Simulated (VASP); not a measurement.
Write the native input for VASP 6.6.1 that does the following.

```yaml
Task: single point
Functional: PBE
Potentials_or_basis: VASP PAW PBE potentials, release 64 (Tl_d)
Cutoff: 520 eV
k_mesh: 9 × 9 × 12
Occupations: fermi-dirac, width 0.1 eV
Spin: no spin polarisation
Dipole_correction: no
Further_INCAR_settings: ALGO = Normal; EDIFF = 1e-06; NBANDS = 26
```

The structure of Tl lies in POSCAR:

```
Tl
1.0
    5.6325226833      0.0000000000      0.0000000000
   -2.8162613417      4.8779077312      0.0000000000
    0.0000000000      0.0000000000      3.4616201743
Tl
3
Direct
    1.0000000000      0.0000000000      0.0000000000
    0.3333333333      0.6666666667      0.5000000000
    0.6666666667      0.3333333333      0.5000000000
```

This isn't the form of Tl at room conditions, which is hcp.

The input as run:

INCAR

```
  PREC = Accurate
  ENCUT = 520
  EDIFF = 1E-6
  ISMEAR = -1
  SIGMA = 0.1
  LREAL = F
  LASPH = T
  NELM = 100
  ALGO = Normal
  ISIF = 2
  LWAVE = F
  LCHARG = F
  GGA = PE
  NBANDS = 26
```

KPOINTS

```
regular mesh
0
Gamma
  9 9 12
```

Potentials or basis: VASP PAW PBE potentials, release 64 (Tl_d).

Run with:

```bash
$ cat potpaw_PBE.64/Tl_d/POTCAR > POTCAR
$ mpirun -np 1 vasp_std > vasp.out
```

It gave:

The pressure is 0.1 GPa and the band gap on the k mesh is zero (an odd number of electrons rules out a gap without spin polarisation).

Caveat: spin-orbit coupling is left out, which moves the levels of the heavy elements.

Run time: 2.4 min on 1 thread of Oxide Virtual Turin-like Processor (shared host), peak memory 0.27 GiB.
